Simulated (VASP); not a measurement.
Wanted: the native input for a VASP 6.6.1 run.

```
Task                   : single point
Functional             : RPBE
Potentials or basis    : VASP PAW PBE potentials, release 64 (Cr_pv)
Cutoff                 : 520 eV
k mesh                 : 14 × 14 × 8
Occupations            : fermi-dirac, width 0.1 eV
Spin                   : no spin polarisation
Dipole correction      : no
Further INCAR settings : ALGO = Normal; EDIFF = 1e-06; NBANDS = 19
```

The structure of Cr lies in POSCAR:

```
Cr
1.0
    2.5069034938      0.0000000000      0.0000000000
   -1.2534517469      2.1710421105      0.0000000000
    0.0000000000      0.0000000000      4.4782219299
Cr
2
Direct
    0.3333333333      0.6666666667      0.2500000000
    0.6666666667      0.3333333333      0.7500000000
```

The input as run:

INCAR

```
SYSTEM = Cr
PREC = Accurate ; ENCUT = 520
EDIFF = 1E-6 ; ISMEAR = -1
SIGMA = 0.1 ; LREAL = .False.
LASPH = .True. ; NELM = 100
ALGO = Normal ; ISIF = 2
LWAVE = .False. ; LCHARG = .True.
GGA = RP ; LELF = .True.
LVHAR = .True. ; NBANDS = 19
```

KPOINTS

```
Automatic mesh
0
Gamma
  14 14 8
  0 0 0
```

Potentials or basis: VASP PAW PBE potentials, release 64 (Cr_pv).

Run with:

```sh
$ cat potpaw_PBE.64/Cr_pv/POTCAR > POTCAR
$ mpirun -np 1 vasp_std > vasp.out
```

It gave:

```yaml
Pressure: -0.3 GPa
Band_gap_on_the_k_mesh: zero (band 12 reaches 11.13 eV, above the bottom of band 13 at 9.88 eV)
```

Caveat: the PAW data sets were made with another functional, which shifts forces and pressure a little; the run has no spin polarisation, though such a crystal can be magnetic.

It took 36 s on 1 thread of Intel(R) Xeon(R) Platinum 8375C CPU @ 2.90GHz (Ice Lake), on a shared host, peak memory 0.17 GiB.
